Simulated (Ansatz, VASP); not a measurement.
Two plane-wave programs on BeTe

```
CELL_PARAMETERS angstrom
3.12651 0.00000 0.00000
-1.56325 2.70763 0.00000
0.00000 0.00000 5.04452
ATOMIC_POSITIONS crystal
Be 0.00000 0.00000 0.50000
Te 0.00000 0.00000 0.00000
```

Alike in both runs: functional PBE; k mesh 7 × 7 × 3; occupations gaussian, width 0.2 eV; no spin polarisation.

Ansatz relaxed the structure, and its values are those at the end. VASP's run is a single point on that final structure, the one shown.

```csv
,VASP,Ansatz
version,VASP 6.6.1,Ansatz 0.2.0
potentials or method,"VASP PAW PBE potentials, release 64 (Be, Te), cutoff 600 eV","scalar-relativistic, plane waves, PAW"
valence electrons in the cell,8,18
```

|  | VASP | Ansatz | Ansatz less VASP |
| --- | --- | --- | --- |
| gap on the k mesh at the Fermi level (eV) | none | none | - |
| pressure (GPa) | 0.0 | 0.0 | -0.02 |

A gap of «none» marks a metal or a gap that the smearing closes. The functional is the same, so the differences come from potentials, cutoffs and numerics. VASP's potentials hold 8 valence electrons a cell and Ansatz's 18, so a difference there can come from the potentials and not from the codes.

The k mesh is coarse, so the values compare programs but aren't converged. Spin-orbit coupling is off throughout.
